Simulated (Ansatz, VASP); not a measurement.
CsZn4S3: VASP beside Ansatz

Contents of INCAR:

```
SYSTEM = CsZn4S3
PREC     = Accurate       ! precision mode
ENCUT    = 520            ! plane-wave cutoff, eV
EDIFF    = 1E-6           ! SCF threshold, eV
ISMEAR   = -1             ! smearing method
SIGMA    = 0.1            ! smearing width, eV
LREAL    = .FALSE.        ! projectors in reciprocal space
LASPH    = .TRUE.         ! aspherical terms in the spheres
NELM     = 100            ! most SCF steps
ALGO     = Normal         ! electronic algorithm
ISIF     = 2              ! what is computed and relaxed
LWAVE    = .FALSE.        ! write WAVECAR
LCHARG   = .TRUE.         ! write CHGCAR
LELF     = .TRUE.         ! ELF
LVHAR    = .TRUE.       
NBANDS   = 48             ! bands
```

Contents of KPOINTS:

```
regular mesh
0
G
  8 8 4
  0 0 0
```

Contents of POSCAR:

```
CsZn4S3
1.0
    4.1811850000      0.0000000000      0.0000000000
    0.0000000000      4.1811850000      0.0000000000
    0.0000000000      0.0000000000     10.5751130000
Cs S Zn
1 3 4
Direct
    0.0000000000      0.0000000000      0.5000000000
    0.5000000000      0.5000000000      0.2777100000
    0.5000000000      0.5000000000      0.7222900000
    0.0000000000      0.0000000000      0.0000000000
    0.0000000000      0.5000000000      0.1533900000
    0.5000000000      0.0000000000      0.1533900000
    0.0000000000      0.5000000000      0.8466100000
    0.5000000000      0.0000000000      0.8466100000
```

Input for Ansatz:

```yaml
crystal:
  lattice:
    - [4.181185, 0.0, 0.0]
    - [0.0, 4.181185, 0.0]
    - [0.0, 0.0, 10.575113]
  atoms:
    - { symbol: Cs, position: [0.0, 0.0, 0.5] }
    - { symbol: S, position: [0.5, 0.5, 0.27771] }
    - { symbol: S, position: [0.5, 0.5, 0.72229] }
    - { symbol: S, position: [0.0, 0.0, 0.0] }
    - { symbol: Zn, position: [0.0, 0.5, 0.15339] }
    - { symbol: Zn, position: [0.5, 0.0, 0.15339] }
    - { symbol: Zn, position: [0.0, 0.5, 0.84661] }
    - { symbol: Zn, position: [0.5, 0.0, 0.84661] }
  symmetry: { tolerance: 0.0003 }
kpoints:
  mp_grid: { grid: [8, 8, 4], shift: [0, 0, 0] }
  band_path:
    path:
      - [0.0, 0.0, 0.0]
      - [0.0, 0.5, 0.0]
      - [0.5, 0.5, 0.0]
      - [0.0, 0.0, 0.0]
      - [0.0, 0.0, 0.5]
      - [0.0, 0.5, 0.5]
      - [0.5, 0.5, 0.5]
      - [0.0, 0.0, 0.5]
      - [0.0, 0.5, 0.0]
      - [0.0, 0.5, 0.5]
      - [0.5, 0.5, 0.0]
    npoints: 6
magnetization:
  spin_polarized: false
scf:
  occupations: { method: fermi_dirac }
  lower_state_search: "off"
  max_iter: 200
hamiltonian:
  pseudopotentials: { kind: paw }
  xc: lda
basis:
  ecutwfc: 420
  fft_grid_basis: typed
output:
  forces: true
  stress: true
  eigenvalues: true
  bader: true
  populations: true
  elf: true
  write_potential: true
  volumetric_format: npy
  dos:
    e_range: [-12, 8]
    de: 0.05
    projected: { site_lists: { Cs: [Cs], S: [S], Zn: [Zn] } }
checkpoint:
  read: saved_state
```

Alike in both runs: task single point; functional LDA; k mesh 8 × 8 × 4; no spin polarisation.

```csv
,VASP,Ansatz
version,VASP 6.6.1,Ansatz 0.2.0
potentials or method,"VASP PAW LDA potentials, release 64 (Cs_sv, S, Zn), cutoff 520 eV",PAW plane waves
occupations,"fermi-dirac, width 0.1 eV",fermi-dirac
valence electrons in the cell,75,75
```

VASP gave:

| Property | Result |
| --- | --- |
| pressure (GPa) | -2.5 |
| traceless stress, the component that is largest in VASP (GPa) | -0.80 |
| rms of the force components (eV/Å) | 0.075 |

Task: Which values does Ansatz return?

Result: Pressure (GPa): -2.6; traceless stress, the component that is largest in VASP (GPa): -0.79; rms of the force components (eV/Å): 0.073.

LDA's correlation is that of Perdew and Zunger in VASP and of Perdew and Wang (1992) in Ansatz. Atom by atom the forces differ by 0.007 eV/Å (rms over components).

Neither program's run includes spin-orbit coupling.
